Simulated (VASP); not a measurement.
# ScF3 (R-3m) in VASP: a series of runs

Runs on ScF3. Level: LDA. Tasks: electric field gradients.

Everything below comes from runs of VASP 6.6.1. Logs are shortened: lines on timing, memory, paths and dates and some standing lists are left out, and cuts for length are marked.

## 1. The cell of the first run

It takes space group R-3m (No. 166, trigonal). The conventional cell has a = 5.703 Å, b = 5.703 Å, c = 6.880 Å, α = 90.00°, β = 90.00°, γ = 120.00°. Within 2.7 Å of Sc (site symmetry -3m) lie 6 F at 2.01 Å. Within 2.7 Å of F (site symmetry 2/m) lie 2 Sc at 2.01 Å.

## 2. Electric field gradients, LDA (equal xy, yz and zx shear strains of -1 %)

INCAR

```
PREC = Accurate ; ENCUT = 520
EDIFF = 1E-8 ; ISMEAR = -1
SIGMA = 0.02 ; LREAL = False
LASPH = True ; NELM = 100
ALGO = Normal ; ISIF = 2
LWAVE = False ; LCHARG = False
LEFG = True ; NBANDS = 24
```

KPOINTS

```
regular mesh
0
Gamma
  6 6 6
```

POSCAR

```
ScF3
1.0
    4.0124500000     -0.0200622500     -0.0200622500
   -0.0200622500      4.0124500000     -0.0200622500
   -0.0200622500     -0.0200622500      4.0124500000
Sc F
1 3
Direct
    0.0000000000      0.0000000000      0.0000000000
    0.5000000000      0.0000000000      0.0000000000
    0.0000000000      0.5000000000      0.0000000000
    0.0000000000      0.0000000000      0.5000000000
```

Potentials or basis: VASP PAW LDA potentials, release 64 (Sc_sv, F).

Launch:

```bash
$ cat potpaw_LDA.64/Sc_sv/POTCAR potpaw_LDA.64/F/POTCAR > POTCAR
$ mpirun -np 1 vasp_std > vasp.out
```

OUTCAR:

```text
PREC = Accurate
   ENCUT = 520
   EDIFF = 1E-8
   ISMEAR = -1
   LREAL = False
   LASPH = True
   NELM = 100
   ISIF = 2

 ion  position               nearest neighbor table
   1  0.000  0.000  0.000-   2 2.01   3 2.01   3 2.01   2 2.01   4 2.01   4 2.01
   2  0.500  0.000  0.000-   1 2.01   1 2.01
   3  0.000  0.500  0.000-   1 2.01   1 2.01
   4  0.000  0.000  0.500-   1 2.01   1 2.01

  LATTYP: Found a trigonal (rhomboedric) cell.
 ALAT       =     4.0125503100
 COS(alpha) =    -0.0099745013

  Lattice vectors:

 A1 = (   4.0124500000,  -0.0200622500,  -0.0200622500)
 A2 = (  -0.0200622500,   4.0124500000,  -0.0200622500)
 A3 = (  -0.0200622500,  -0.0200622500,   4.0124500000)

Analysis of symmetry for initial positions (statically):
=====================================================================
 Subroutine PRICEL returns:
 Original cell was already a primitive cell.

 Routine SETGRP: Setting up the symmetry group for a
 trigonal (rhombohedral) supercell.

 Subroutine GETGRP returns: Found 12 space group operations
 (whereof 12 operations were pure point group operations)
 out of a pool of 12 trial point group operations.

The static configuration has the point symmetry D_3d.

Analysis of symmetry for dynamics (positions and initial velocities):
=====================================================================
 Subroutine PRICEL returns:
 Original cell was already a primitive cell.

 Routine SETGRP: Setting up the symmetry group for a
 trigonal (rhombohedral) supercell.

 Subroutine GETGRP returns: Found 12 space group operations
 (whereof 12 operations were pure point group operations)
 out of a pool of 12 trial point group operations.

The dynamic configuration has the point symmetry D_3d.

 Subroutine INISYM returns: Found 12 space group operations
 (whereof 12 operations are pure point group operations),
 and found     1 'primitive' translations

----------------------------------------------------------------------------------------

                                     Primitive cell

  volume of cell :      64.5946

  direct lattice vectors                    reciprocal lattice vectors
     4.012450000 -0.020062250 -0.020062250     0.249236814  0.001252446  0.001252446
    -0.020062250  4.012450000 -0.020062250     0.001252446  0.249236814  0.001252446
    -0.020062250 -0.020062250  4.012450000     0.001252446  0.001252446  0.249236814

  length of vectors
     4.012550310  4.012550310  4.012550310     0.249243107  0.249243107  0.249243107

  position of ions in fractional coordinates (direct lattice)
     0.000000000  0.000000000  0.000000000
     0.500000000  1.000000000  1.000000000
     1.000000000  0.500000000  1.000000000
     1.000000000  1.000000000  0.500000000

  ion indices of the primitive-cell ions
   primitive index   ion index
                 1           1
                 2           2
                 3           3
                 4           4

----------------------------------------------------------------------------------------

 KPOINTS: regular mesh

Automatic generation of k-mesh.
 Grid dimensions read from file:
 generate k-points for:    6    6    6

 Generating k-lattice:

  Cartesian coordinates                     Fractional coordinates (reciprocal lattice)
     0.041539469  0.000208741  0.000208741     0.166666667 -0.000000000 -0.000000000
     0.000208741  0.041539469  0.000208741    -0.000000000  0.166666667 -0.000000000
     0.000208741  0.000208741  0.041539469    -0.000000000 -0.000000000  0.166666667

  Length of vectors
     0.041540518  0.041540518  0.041540518

  Shift w.r.t. Gamma in fractional coordinates (k-lattice)
     0.000000000  0.000000000  0.000000000

 Subroutine IBZKPT returns following result:
 ===========================================

 Found     32 irreducible k-points:

 Following reciprocal coordinates:
            Coordinates               Weight
  0.000000  0.000000  0.000000      1.000000
  0.166667 -0.000000 -0.000000      6.000000
  0.333333 -0.000000 -0.000000      6.000000
  0.500000  0.000000  0.000000      3.000000
  0.166667  0.166667 -0.000000      6.000000
  0.333333  0.166667 -0.000000     12.000000
[... 16 lines left out ...]
  0.500000  0.500000  0.166667      6.000000
 -0.333333  0.500000  0.166667     12.000000
 [... further k-points ...]
   k-points           NKPTS =     32   k-points in BZ     NKDIM =     32   number of bands    NBANDS=     24
   number of dos      NEDOS =    301   number of ions     NIONS =      4
   total plane-waves  NPLWV =  27000
   dimension x,y,z NGX =    30 NGY =   30 NGZ =   30
   dimension x,y,z NGXF=    60 NGYF=   60 NGZF=   60
   ions per type =               1   3
   NGX,Y,Z   is equivalent  to a cutoff of  12.43, 12.43, 12.43 a.u.
   NGXF,Y,Z  is equivalent  to a cutoff of  24.86, 24.86, 24.86 a.u.
 SYSTEM =  unknown system
   PREC   = accura    normal or accurate (medium, high low for compatibility)
   ISTART =      0    job   : 0-new  1-cont  2-samecut
   ICHARG =      2    charge: 1-file 2-atom 10-const
   ISPIN  =      1    spin polarized calculation?
   LNONCOLLINEAR =      F non collinear calculations
   LSORBIT =      F    spin-orbit coupling
   LASPH  =      T    aspherical Exc in radial PAW
   ENCUT  =  520.0 eV  38.22 Ry    6.18 a.u.   7.46  7.46  7.46*2*pi/ulx,y,z
   NELM   =    100;   NELMIN=  2; NELMDL= -5     # of ELM steps
   EDIFF  = 0.1E-07   stopping-criterion for ELM
   LREAL  =      F    real-space projection
   EDIFFG = 0.1E-06   stopping-criterion for IOM
   NSW    =      0    number of steps for IOM
   IBRION =     -1    ionic relax: 0-MD 1-quasi-New 2-CG
   NFREE  =      0    steps in history (QN), initial steepest desc. (CG)
   ISIF   =      2    stress and relaxation
   ISYM   =      2    0-nonsym 1-usesym 2-fastsym
   POTIM  = 0.5000    time-step for ionic-motion
   TEBEG  =    0.0;   TEEND  =   0.0 temperature during run
   PSTRESS=    0.0 pullay stress
   NELECT =      32.0000    total number of electrons
   NUPDOWN=      -1.0000    fix difference up-down
   EMIN   =  10.00;   EMAX   =-10.00  energy-range for DOS
   EFERMI =   0.00;   METHOD = LEGACY
   ISMEAR =    -1;   SIGMA  =   0.02  broadening in eV -4-tet -1-fermi 0-gaus
   EFERMI_NEDOS =   21; number of points for ismear=-14 and -15
   IALGO  =     38    algorithm
   IMIX   =      4    mixing-type and parameters
     AMIX     =   0.40;   BMIX     =  1.00
     AMIX_MAG =   1.60;   BMIX_MAG =  1.00
  volume/ion in A,a.u.               =      16.15       108.98
  Fermi-wavevector in a.u.,A,eV,Ry     =   1.295367  2.447888 22.830237  1.677975
  Thomas-Fermi vector in A             =   2.426891
   LORBIT       =      0    0 simple, 1 ext, 2 COOP (PROOUT), +10 PAW based schemes
   GGA     = CA    functional components
   LHFCALC =     F    Hartree Fock is set to
   AEXX    =    0.0000 exact exchange contribution
   IVDW    =     0    specifies the selected vdW correction
   LEPSILON=     F    determine dielectric tensor
   LRPA    =     F    only Hartree local field effects (RPA)
 non-spin polarized calculation
  energy-cutoff  :      520.00
  volume of cell :       64.59
 maximum number of plane-waves:      1767
 NGX is ok and might be reduce to    30
   NGX = 15   NGY = 15   NGZ = 15

 number of electron      31.9999960 magnetization

 Free energy of the ion-electron system (eV)
  ---------------------------------------------------
  ext. energy  EPLUGINS =         0.00000000
  ---------------------------------------------------
  free energy    TOTEN  =       -29.57823524 eV

  energy without entropy =      -29.57823524  energy(sigma->0) =      -29.57823524

 E-fermi :  -3.3177     XC(G=0):  -8.8735

 val. band max:       -3.8586218493   @ k =   0.5000   0.5000   0.5000
 cond. band min:       2.3200224187   @ k =   0.0000   0.0000   0.0000
 fundamental gap:      6.1786442680
 Fermi energy:        -3.3176778544

 k-point     1 :       0.0000    0.0000    0.0000
  band No.  band energies     occupation
      1     -49.1395      2.00000
      2     -28.1786      2.00000
      3     -28.1771      2.00000
      4     -28.1771      2.00000
      5     -23.5205      2.00000
      6     -23.2370      2.00000
[... 16 lines left out ...]
     23      11.9988      0.00000
     24      11.9988      0.00000

 k-point     2 :       0.1667   -0.0000   -0.0000
  band No.  band energies     occupation
      1     -49.1382      2.00000
      2     -28.2977      2.00000
      3     -28.1770      2.00000
      4     -28.1760      2.00000
      5     -23.4613      2.00000
      6     -23.2354      2.00000
[... 16 lines left out ...]
     23      10.4736      0.00000
     24      12.2625      0.00000

 k-point     3 :       0.3333   -0.0000   -0.0000
  band No.  band energies     occupation
      1     -49.1356      2.00000
      2     -28.5142      2.00000
      3     -28.1746      2.00000
      4     -28.1736      2.00000
      5     -23.4268      2.00000
      6     -23.2323      2.00000
[... 16 lines left out ...]
     23       8.6871      0.00000
     24      12.8597      0.00000
[... 514 lines left out ...]
 k-point    23 :       0.5000    0.5000    0.1667
  band No.  band energies     occupation
      1     -49.1278      2.00000
      2     -28.6095      2.00000
      3     -28.6017      2.00000
      4     -28.2877      2.00000
      5     -23.0863      2.00000
      6     -22.4140      2.00000
[... 16 lines left out ...]
     23       8.9961      0.00000
     24       9.0496      0.00000

 k-point    24 :      -0.3333    0.5000    0.1667
  band No.  band energies     occupation
      1     -49.1291      2.00000
      2     -28.6072      2.00000
      3     -28.5071      2.00000
      4     -28.2889      2.00000
      5     -23.0915      2.00000
      6     -22.6336      2.00000
[... 16 lines left out ...]
     23       8.5422      0.00000
     24      10.1190      0.00000

 [... further k-points ...]

------------------------ aborting loop because EDIFF is reached ----------------------------------------

  FORCE on cell =-STRESS in cart. coord.  units (eV):
  Direction    XX          YY          ZZ          XY          YZ          ZX
  --------------------------------------------------------------------------------------
  -------------------------------------------------------------------------------------
  Total       -0.9335134     -0.9335134     -0.9335134      0.0741430      0.0741430      0.0741430
  in kB      -23.1544730    -23.1544730    -23.1544730      1.8390113      1.8390113      1.8390113
  external PRESSURE =     -23.1544730 kB  Pullay stress =       0.0000000 kB

 VOLUME and BASIS-vectors are now :
 -----------------------------------------------------------------------------
  energy-cutoff  :      520.00
  volume of cell :       64.59
      direct lattice vectors                 reciprocal lattice vectors
     4.012450000 -0.020062250 -0.020062250     0.249236814  0.001252446  0.001252446
    -0.020062250  4.012450000 -0.020062250     0.001252446  0.249236814  0.001252446
    -0.020062250 -0.020062250  4.012450000     0.001252446  0.001252446  0.249236814

 POSITION                                       TOTAL-FORCE (eV/Angst)
 -----------------------------------------------------------------------------------
      0.00000      0.00000      0.00000         0.000000      0.000000      0.000000
      2.00623     -0.01003     -0.01003         0.000000     -0.000000      0.000000
     -0.01003      2.00623     -0.01003         0.000000      0.000000     -0.000000
     -0.01003     -0.01003      2.00623        -0.000000      0.000000      0.000000
 -----------------------------------------------------------------------------------
    total drift:                                0.000000      0.000000      0.000000

  FREE ENERGIE OF THE ION-ELECTRON SYSTEM (eV)
  ---------------------------------------------------
  free  energy   TOTEN  =       -29.5782352444 eV

  energy  without entropy=      -29.5782352444  energy(sigma->0) =      -29.57823524

 Electric field gradients (V/A^2)
---------------------------------------------------------------------
 ion       V_xx      V_yy      V_zz      V_xy      V_xz      V_yz
---------------------------------------------------------------------
   1       0.000     0.000    -0.000     1.764     1.764     1.764
   2      55.732   -27.866   -27.866    -1.003    -1.003     0.344
   3     -27.866    55.732   -27.866    -1.003     0.344    -1.003
   4     -27.866   -27.866    55.732     0.344    -1.003    -1.003
---------------------------------------------------------------------

 Electric field gradients after diagonalization (V/A^2)
 (convention: |V_zz| > |V_xx| > |V_yy|)
----------------------------------------------------------------------
 ion       V_xx      V_yy      V_zz     asymmetry (V_yy - V_xx)/ V_zz
----------------------------------------------------------------------
   1      -1.764    -1.764     3.528       0.000
   2     -28.210   -27.546    55.756       0.012
   3     -28.210   -27.546    55.756       0.012
   4     -28.210   -27.546    55.756       0.012
----------------------------------------------------------------------

           NMR quadrupolar parameters

 Cq : quadrupolar parameter    Cq=e*Q*V_zz/h
 eta: asymmetry parameters     (V_yy - V_xx)/ V_zz
 Q  : nuclear electric quadrupole moment in mb (millibarn)
----------------------------------------------------------------------
 ion       Cq(MHz)       eta       Q (mb)
----------------------------------------------------------------------
   1       0.009       0.000       1.000
   2       0.135       0.012       1.000
   3       0.135       0.012       1.000
   4       0.135       0.012       1.000
----------------------------------------------------------------------
```

Run time: 77 s. Hardware: 1 thread of Intel Xeon Platinum 8375C at 2.90GHz (Ice Lake), shared host; peak memory 0.17 GiB.

Results:

| Property | Result |
| --- | --- |
| Free energy | -29.5782 eV |
| Pressure | -2.3 GPa |
| Band gap on the k mesh | 6.18 eV, indirect (least direct gap 6.69 eV) |

Stress tensor (GPa, compression positive):
```
-2.32  0.18  0.18
 0.18 -2.32  0.18
 0.18  0.18 -2.32
```

Levels at points of the mesh, in eV from the valence-band top:
```tsv
k point	band 14	band 15	band 16	band 17	band 18	band 19
(0.00, 0.00, 0.00)	-0.53	-0.53	-0.51	6.18	6.18	6.18
(0.50, 0.00, 0.00)	-0.71	-0.57	-0.52	6.22	7.10	7.11
(0.50, 0.50, 0.00)	-0.96	-0.96	-0.01	7.13	7.15	7.79
(0.50, 0.50, 0.50)	0.00	0.00	0.00	7.82	7.85	7.85
```

Electric field gradients, principal values (V/Å²):
| atom | least | middle | greatest (by size) |
| --- | --- | --- | --- |
| 1 Sc | -1.764 | -1.764 | 3.528 |
| 2 F | -27.546 | -28.210 | 55.756 |
| 3 F | -27.546 | -28.210 | 55.756 |
| 4 F | -27.546 | -28.210 | 55.756 |

Caveat: the cell differs from its parent crystal (equal xy, yz and zx shear strains of -1 %); without QUAD_EFG the Cq values of the log hold for a quadrupole moment of 1 mb, not for the nuclei. A k mesh can miss the band edges.

[end of part 1 of 2]
